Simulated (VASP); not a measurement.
A run of VASP 6.6.1 is set up as follows.

INCAR

```
  PREC = Accurate
  ENCUT = 520
  EDIFF = 1E-8
  ISMEAR = -1
  SIGMA = 0.1
  LREAL = False
  LASPH = True
  NELM = 60
  ALGO = Normal
  ISIF = 2
  LWAVE = False
  LCHARG = False
  GGA = PS
  NBANDS = 16
  IBRION = 8
  NSW = 1
```

File KPOINTS:

```
Automatic mesh
0
Gamma
  10 10 10
```

Contents of POSCAR:

```
GaSb
1.0
    0.0000000000      3.0344530343      3.0344530343
    3.0344530343      0.0000000000      3.0344530343
    3.0344530343      3.0344530343      0.0000000000
Ga Sb
1 1
Direct
    0.0000000000      0.0000000000      0.0000000000
    0.7500000000      0.7500000000      0.7500000000
```

Potentials or basis: VASP PAW PBE potentials, release 64 (Ga_d, Sb).

Command:

```console
$ cat potpaw_PBE.64/Ga_d/POTCAR potpaw_PBE.64/Sb/POTCAR > POTCAR
$ mpirun -np 1 vasp_std > vasp.out
```

Question: What does it give for the highest phonon frequency at Γ, LO-TO splitting left out?

Answer: 226 cm⁻¹.

Phonon frequencies in cm⁻¹ (negative: imaginary):
```
              q point        frequencies
(0.000, 0.000, 0.000)  0 0 0 226 226 226
```

Caveat: the cell stands under pressure or tension, which shifts response properties.
